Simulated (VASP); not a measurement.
Crystal: Ta.

```
Ta
1.0
     4.04734    0.00000    0.00000
    -2.02367    3.50510    0.00000
     0.00000    0.00000    2.31932
Ta
3
Cartesian
  0.0000 0.0000 0.0000
  0.0000 2.3367 1.1597
  2.0237 1.1684 1.1597
```

Base run:

- Program: VASP 6.6.1
- Functional: PBE
- Potentials or basis: VASP PAW PBE potentials, release 64 (Ta_pv)
- Cutoff: 520 eV
- k mesh: 9 × 9 × 13
- Occupations: fermi-dirac, width 0.05 eV
- Spin: no spin polarisation

Its results: pressure 275.1 GPa.

Q: The run is repeated on the same cell with these changes: potentials or basis from VASP PAW PBE potentials, release 64 (Ta_pv) to VASP PAW PBE potentials, release 64 (Ta_sv_GW); cutoff from 520 eV to 500 eV; further incar settings from ALGO = Normal; EDIFF = 1e-06; NBANDS = 24 to ALGO = Normal; EDIFF = 1e-06; NBANDS = 26; valence electrons from 33 to 39. What comes out?

A: Pressure 269.8 GPa.
